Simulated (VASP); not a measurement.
# Cr (Fm-3m) in VASP: notebook

The runs below take Cr through single point, with LDA.

Program: VASP 6.6.1. These are calculated values, not measurements. Logs are shortened: lines on timing, memory, paths and dates and some standing lists are left out, and cuts for length are marked.

## (1) The cell of the first run

It takes space group Fm-3m (No. 225, cubic). The conventional cell has a = 3.543 Å, b = 3.543 Å, c = 3.543 Å, α = 90.00°, β = 90.00°, γ = 90.00°. Cr (site symmetry m-3m) has 12 Cr at 2.51 Å within 3.3 Å.

This isn't the form of Cr at room conditions, which is bcc.

## (2) Single point, LDA, collinear spin, ferromagnetic start

INCAR

```
SYSTEM = Cr
ALGO     = Normal         ! electronic algorithm
EDIFF    = 1E-7           ! SCF threshold, eV
ENCUT    = 520            ! plane-wave cutoff, eV
GGA      = CA             ! functional
ISIF     = 2              ! what is computed and relaxed
ISMEAR   = -1             ! smearing method
ISPIN    = 2              ! spin polarisation
LASPH    = .TRUE.         ! aspherical terms in the spheres
LCHARG   = .FALSE.        ! write CHGCAR
LMAXMIX  = 4              ! l up to which the mixer works
LORBIT   = 11             ! projections on sites
LREAL    = .FALSE.        ! projectors in reciprocal space
LWAVE    = .FALSE.        ! write WAVECAR
MAGMOM   = 1.5            ! initial moments
NBANDS   = 16             ! bands
NELM     = 150            ! most SCF steps
PREC     = Accurate       ! precision mode
SIGMA    = 0.05           ! smearing width, eV
```

KPOINTS

```
k-points
0
G
  25 25 25
  0 0 0
```

POSCAR

```
Cr
1.0
    0.0000000000      1.7715319892      1.7715319892
    1.7715319892      0.0000000000      1.7715319892
    1.7715319892      1.7715319892      0.0000000000
Cr
1
Direct
    0.0000000000      0.0000000000      0.0000000000
```

Potentials or basis: VASP PAW LDA potentials, release 64 (Cr_pv).

Launch:

```
$ cat potpaw_LDA.64/Cr_pv/POTCAR > POTCAR
$ mpirun -np 1 vasp_std > vasp.out
```

OUTCAR:

```text
SYSTEM = Cr
   EDIFF = 1E-7
   ENCUT = 520
   GGA = CA
   ISIF = 2
   ISMEAR = -1
   ISPIN = 2
   LASPH = .TRUE.
   LORBIT = 11
   LREAL = .FALSE.
   NELM = 150
   PREC = Accurate

 ion  position               nearest neighbor table
   1  0.000  0.000  0.000-

  LATTYP: Found a face centered cubic cell.
 ALAT       =     3.5430639784

  Lattice vectors:

 A1 = (   0.0000000000,   1.7715319892,   1.7715319892)
 A2 = (   1.7715319892,   0.0000000000,   1.7715319892)
 A3 = (   1.7715319892,   1.7715319892,   0.0000000000)

Analysis of symmetry for initial positions (statically):
=====================================================================
 Subroutine PRICEL returns:
 Original cell was already a primitive cell.

 Routine SETGRP: Setting up the symmetry group for a
 face centered cubic supercell.

 Subroutine GETGRP returns: Found 48 space group operations
 (whereof 48 operations were pure point group operations)
 out of a pool of 48 trial point group operations.

The static configuration has the point symmetry O_h .

Analysis of symmetry for dynamics (positions and initial velocities):
=====================================================================
 Subroutine PRICEL returns:
 Original cell was already a primitive cell.

 Routine SETGRP: Setting up the symmetry group for a
 face centered cubic supercell.

 Subroutine GETGRP returns: Found 48 space group operations
 (whereof 48 operations were pure point group operations)
 out of a pool of 48 trial point group operations.

The dynamic configuration has the point symmetry O_h .

Analysis of structural, dynamic, and magnetic symmetry:
=====================================================================
 Subroutine PRICEL returns:
 Original cell was already a primitive cell.

 Routine SETGRP: Setting up the symmetry group for a
 face centered cubic supercell.

 Subroutine GETGRP returns: Found 48 space group operations
 (whereof 48 operations were pure point group operations)
 out of a pool of 48 trial point group operations.

The overall configuration has the point symmetry O_h .

 Subroutine INISYM returns: Found 48 space group operations
 (whereof 48 operations are pure point group operations),
 and found     1 'primitive' translations

----------------------------------------------------------------------------------------

                                     Primitive cell

  volume of cell :      11.1193

  direct lattice vectors                    reciprocal lattice vectors
     0.000000000  1.771531989  1.771531989    -0.282241587  0.282241587  0.282241587
     1.771531989  0.000000000  1.771531989     0.282241587 -0.282241587  0.282241587
     1.771531989  1.771531989  0.000000000     0.282241587  0.282241587 -0.282241587

  length of vectors
     2.505324565  2.505324565  2.505324565     0.488856769  0.488856769  0.488856769

  position of ions in fractional coordinates (direct lattice)
     0.000000000  0.000000000  0.000000000

  ion indices of the primitive-cell ions
   primitive index   ion index
                 1           1

----------------------------------------------------------------------------------------

 KPOINTS: k-points

Automatic generation of k-mesh.
 Grid dimensions read from file:
 generate k-points for:   25   25   25

 Generating k-lattice:

  Cartesian coordinates                     Fractional coordinates (reciprocal lattice)
    -0.011289663  0.011289663  0.011289663     0.040000000  0.000000000  0.000000000
     0.011289663 -0.011289663  0.011289663     0.000000000  0.040000000  0.000000000
     0.011289663  0.011289663 -0.011289663     0.000000000  0.000000000  0.040000000

  Length of vectors
     0.019554271  0.019554271  0.019554271

  Shift w.r.t. Gamma in fractional coordinates (k-lattice)
     0.000000000  0.000000000  0.000000000

 Subroutine IBZKPT returns following result:
 ===========================================

 Found    455 irreducible k-points:

 Following reciprocal coordinates:
            Coordinates               Weight
  0.000000  0.000000  0.000000      1.000000
  0.040000  0.000000  0.000000      8.000000
  0.080000  0.000000  0.000000      8.000000
  0.120000  0.000000  0.000000      8.000000
  0.160000  0.000000  0.000000      8.000000
  0.200000  0.000000  0.000000      8.000000
[... 16 lines left out ...]
  0.400000  0.040000  0.000000     24.000000
  0.440000  0.040000  0.000000     24.000000
 [... further k-points ...]
   k-points           NKPTS =    455   k-points in BZ     NKDIM =    455   number of bands    NBANDS=     16
   number of dos      NEDOS =    301   number of ions     NIONS =      1
   total plane-waves  NPLWV =   8000
   dimension x,y,z NGX =    20 NGY =   20 NGZ =   20
   dimension x,y,z NGXF=    40 NGYF=   40 NGZF=   40
   ions per type =               1
   NGX,Y,Z   is equivalent  to a cutoff of  13.27, 13.27, 13.27 a.u.
   NGXF,Y,Z  is equivalent  to a cutoff of  26.54, 26.54, 26.54 a.u.
 SYSTEM =  Cr
   PREC   = accura    normal or accurate (medium, high low for compatibility)
   ISTART =      0    job   : 0-new  1-cont  2-samecut
   ICHARG =      2    charge: 1-file 2-atom 10-const
   ISPIN  =      2    spin polarized calculation?
   LNONCOLLINEAR =      F non collinear calculations
   LSORBIT =      F    spin-orbit coupling
   LASPH  =      T    aspherical Exc in radial PAW
   ENCUT  =  520.0 eV  38.22 Ry    6.18 a.u.   4.66  4.66  4.66*2*pi/ulx,y,z
   NELM   =    150;   NELMIN=  2; NELMDL= -5     # of ELM steps
   EDIFF  = 0.1E-06   stopping-criterion for ELM
   LREAL  =      F    real-space projection
   EDIFFG = 0.1E-05   stopping-criterion for IOM
   NSW    =      0    number of steps for IOM
   IBRION =     -1    ionic relax: 0-MD 1-quasi-New 2-CG
   NFREE  =      0    steps in history (QN), initial steepest desc. (CG)
   ISIF   =      2    stress and relaxation
   ISYM   =      2    0-nonsym 1-usesym 2-fastsym
   POTIM  = 0.5000    time-step for ionic-motion
   TEBEG  =    0.0;   TEEND  =   0.0 temperature during run
   PSTRESS=    0.0 pullay stress
   NELECT =      12.0000    total number of electrons
   NUPDOWN=      -1.0000    fix difference up-down
   EMIN   =  10.00;   EMAX   =-10.00  energy-range for DOS
   EFERMI =   0.00;   METHOD = LEGACY
   ISMEAR =    -1;   SIGMA  =   0.05  broadening in eV -4-tet -1-fermi 0-gaus
   EFERMI_NEDOS =   21; number of points for ismear=-14 and -15
   IALGO  =     38    algorithm
   IMIX   =      4    mixing-type and parameters
     AMIX     =   0.40;   BMIX     =  1.00
     AMIX_MAG =   1.60;   BMIX_MAG =  1.00
  volume/ion in A,a.u.               =      11.12        75.04
  Fermi-wavevector in a.u.,A,eV,Ry     =   1.679228  3.173280 38.365784  2.819806
  Thomas-Fermi vector in A             =   2.763177
   LORBIT       =     11    0 simple, 1 ext, 2 COOP (PROOUT), +10 PAW based schemes
   GGA     = CA    functional components
   LHFCALC =     F    Hartree Fock is set to
   AEXX    =    0.0000 exact exchange contribution
   IVDW    =     0    specifies the selected vdW correction
   LEPSILON=     F    determine dielectric tensor
   LRPA    =     F    only Hartree local field effects (RPA)
 spin polarized calculation
  energy-cutoff  :      520.00
  volume of cell :       11.12
 maximum number of plane-waves:       311
   NGX =  9   NGY =  9   NGZ =  9

 number of electron      11.9999995 magnetization       0.0004537

 number of electron      11.9999995 magnetization      -0.0000219

 Free energy of the ion-electron system (eV)
  ---------------------------------------------------
  ext. energy  EPLUGINS =         0.00000000
  ---------------------------------------------------
  free energy    TOTEN  =       -10.22240224 eV

  energy without entropy =      -10.20888853  energy(sigma->0) =      -10.21564538

 E-fermi :  11.0624     XC(G=0): -14.2114

 val. band max:       11.0601204289   @ k =  -0.2400   0.1200   0.0400
 cond. band min:      11.0663484105   @ k =   0.2800   0.2400   0.0400
 fundamental gap:      0.0062279815
 Fermi energy:        11.0623557224

 spin component 1

 k-point     1 :       0.0000    0.0000    0.0000
  band No.  band energies     occupation
      1     -30.7711      1.00000
      2     -30.7711      1.00000
      3     -30.7711      1.00000
      4       3.4361      1.00000
      5      10.5896      0.99992
      6      10.5896      0.99992
[... 8 lines left out ...]
     15      42.6606      0.00000
     16      43.6541      0.00000

 k-point     2 :       0.0400    0.0000    0.0000
  band No.  band energies     occupation
      1     -30.7887      1.00000
      2     -30.7733      1.00000
      3     -30.7733      1.00000
      4       3.5055      1.00000
      5      10.5549      0.99996
      6      10.6139      0.99987
[... 8 lines left out ...]
     15      42.9855      0.00000
     16      43.6373      0.00000
[... 387 lines left out ...]
      5      10.4790      0.99999
      6      10.6110      0.99988
[... 8 lines left out ...]
     15      40.2490      0.00000
     16      41.0278      0.00000

 k-point    24 :       0.4400    0.0400    0.0000
  band No.  band energies     occupation
      1     -31.7845      1.00000
      2     -30.9083      1.00000
      3     -30.9062      1.00000
      4       6.9379      1.00000
      5      10.4063      1.00000
      6      10.5304      0.99998
[... 8 lines left out ...]
     15      40.3976      0.00000
     16      40.8094      0.00000

 [... further k-points ...]

 spin component 2

 k-point     1 :       0.0000    0.0000    0.0000
  band No.  band energies     occupation
      1     -30.7711      1.00000
      2     -30.7711      1.00000
      3     -30.7711      1.00000
      4       3.4360      1.00000
      5      10.5896      0.99992
      6      10.5896      0.99992
[... 8 lines left out ...]
     15      42.6606      0.00000
     16      43.6541      0.00000

 k-point     2 :       0.0400    0.0000    0.0000
  band No.  band energies     occupation
      1     -30.7888      1.00000
      2     -30.7733      1.00000
      3     -30.7733      1.00000
      4       3.5055      1.00000
      5      10.5549      0.99996
      6      10.6139      0.99987
[... 8 lines left out ...]
     15      42.9855      0.00000
     16      43.6373      0.00000
[... 387 lines left out ...]
      5      10.4789      0.99999
      6      10.6110      0.99988
[... 8 lines left out ...]
     15      40.2490      0.00000
     16      41.0278      0.00000

 k-point    24 :       0.4400    0.0400    0.0000
  band No.  band energies     occupation
      1     -31.7845      1.00000
      2     -30.9084      1.00000
      3     -30.9062      1.00000
      4       6.9379      1.00000
      5      10.4063      1.00000
      6      10.5303      0.99998
[... 8 lines left out ...]
     15      40.3975      0.00000
     16      40.8094      0.00000

 [... further k-points ...]
[... 5 lines left out ...]
  --------------------------------------------------------------------------------------
  -------------------------------------------------------------------------------------
  Total        0.0147985      0.0147985      0.0147985     -0.0000000     -0.0000000      0.0000000
  in kB        2.1323083      2.1323083      2.1323083     -0.0000000     -0.0000000      0.0000000
  external PRESSURE =       2.1323083 kB  Pullay stress =       0.0000000 kB

 VOLUME and BASIS-vectors are now :
 -----------------------------------------------------------------------------
  energy-cutoff  :      520.00
  volume of cell :       11.12
      direct lattice vectors                 reciprocal lattice vectors
     0.000000000  1.771531989  1.771531989    -0.282241587  0.282241587  0.282241587
     1.771531989  0.000000000  1.771531989     0.282241587 -0.282241587  0.282241587
     1.771531989  1.771531989  0.000000000     0.282241587  0.282241587 -0.282241587

 POSITION                                       TOTAL-FORCE (eV/Angst)
 -----------------------------------------------------------------------------------
      0.00000      0.00000      0.00000         0.000000     -0.000000      0.000000
 -----------------------------------------------------------------------------------
    total drift:                                0.000000      0.000000      0.000000

  FREE ENERGIE OF THE ION-ELECTRON SYSTEM (eV)
  ---------------------------------------------------
  free  energy   TOTEN  =       -10.2224022360 eV

  energy  without entropy=      -10.2088885285  energy(sigma->0) =      -10.21564538

 total charge

# of ion       s       p       d       tot
------------------------------------------
    1        0.451   6.405   4.304  11.160

 magnetization (x)

# of ion       s       p       d       tot
------------------------------------------
    1       -0.000  -0.000  -0.000  -0.000
```

Run time: 64 s. Hardware: 1 thread of Intel Xeon 6975P-C (Granite Rapids), shared host; peak memory 0.22 GiB.

What came out:

* Free energy: -10.2224 eV
* Pressure: 0.2 GPa
* Band gap on the k mesh: zero (filled and empty bands overlap)
* Net moment: 0.00 μB per cell
* Valence electrons inside the program's atomic spheres: Cr 11.16

Levels at points of the mesh, in eV from the Fermi level:
Spin up:
```
           k point  band 2  band 3  band 4  band 5  band 6  band 7  band 8  band 9  band 10  band 11
(0.00, 0.00, 0.00)  -41.83  -41.83   -7.63   -0.47   -0.47   -0.47    1.42    1.42     5.85    20.30
```
Spin down:
```tsv
k point	band 2	band 3	band 4	band 5	band 6	band 7	band 8	band 9	band 10	band 11
(0.00, 0.00, 0.00)	-41.83	-41.83	-7.63	-0.47	-0.47	-0.47	1.42	1.42	5.85	20.30
```

## (3) Single point, LDA (10.25 Å³/atom)

This run uses another cell than the first one, of 10.25 Å³/atom.

INCAR

```
SYSTEM = Cr
PREC = Accurate
ENCUT = 520
EDIFF = 1E-7
ISMEAR = -1
SIGMA = 0.1
LREAL = .FALSE.
LASPH = .TRUE.
NELM = 60
ALGO = Normal
ISIF = 2
LWAVE = .FALSE.
LCHARG = .TRUE.
GGA = CA
LELF = .TRUE.
LVHAR = .TRUE.
NBANDS = 12
```

KPOINTS

```
Automatic mesh
0
G
  25 25 25
  0 0 0
```

POSCAR

```
Cr
1.0
    0.0000000000      1.7240745801      1.7240745801
    1.7240745801      0.0000000000      1.7240745801
    1.7240745801      1.7240745801      0.0000000000
Cr
1
Direct
    0.0000000000      0.0000000000      0.0000000000
```

Potentials or basis: VASP PAW LDA potentials, release 64 (Cr_pv).

Launch:

```
$ cat potpaw_LDA.64/Cr_pv/POTCAR > POTCAR
$ mpirun -np 1 vasp_std > vasp.out
```

It took 66 s on 1 thread of Intel Xeon 8259CL, shared host; peak memory 0.16 GiB.

Results (log left out):

* Free energy: -10.1711 eV
* Pressure: 27.4 GPa
* Band gap on the k mesh: zero (bands 6 and 7 overlap by 3.59 eV)

Levels at points of the mesh, in eV from the Fermi level:
```csv
k point,band 3,band 4,band 5,band 6,band 7,band 8,band 9,band 10
"(0.00, 0.00, 0.00)",-41.68,-7.87,-0.57,-0.57,-0.57,1.56,1.56,5.96
```

Caveat: the cell stands under pressure; an empty level that is flat over the whole mesh can mark a ghost state of the potentials, or a narrow d or f band; the run has no spin polarisation, though such a crystal can be magnetic. Spin polarisation is off, so any magnetic state and its effect on volume and gap are missing.

## (4) Single point, LDA (10.70 Å³/atom)

This run uses another cell than the first one, of 10.70 Å³/atom.

INCAR

```
ALGO = Normal ; EDIFF = 1E-6
ENCUT = 520 ; ISIF = 2
ISMEAR = -1 ; LASPH = True
LCHARG = False ; LREAL = False
LWAVE = False ; NBANDS = 12
NELM = 60 ; PREC = Accurate
SIGMA = 0.1
```

KPOINTS

```
k-points
0
Gamma
  25 25 25
```

POSCAR

```
Cr
1.0
    0.0000000000      1.7487075450      1.7487075450
    1.7487075450      0.0000000000      1.7487075450
    1.7487075450      1.7487075450      0.0000000000
Cr
1
Direct
    0.0000000000      0.0000000000      0.0000000000
```

Launch:

```
$ cat potpaw_LDA.64/Cr_pv/POTCAR > POTCAR
$ mpirun -np 1 vasp_std > vasp.out
```

It took 64 s on 1 thread of Intel Xeon 8259CL, shared host; peak memory 0.16 GiB.

The run converged. Its results:

| Property | Result |
| --- | --- |
| Free energy | -10.2259 eV |
| Pressure | 12.4 GPa |
| Band gap on the k mesh | zero (bands 6 and 7 overlap by 3.37 eV) |

Levels at points of the mesh, in eV from the Fermi level:
```tsv
k point	band 3	band 4	band 5	band 6	band 7	band 8	band 9	band 10
(0.00, 0.00, 0.00)	-41.77	-7.76	-0.53	-0.53	-0.53	1.48	1.48	5.89
```

Caveat: the cell stands under pressure; the run has no spin polarisation, though such a crystal can be magnetic.
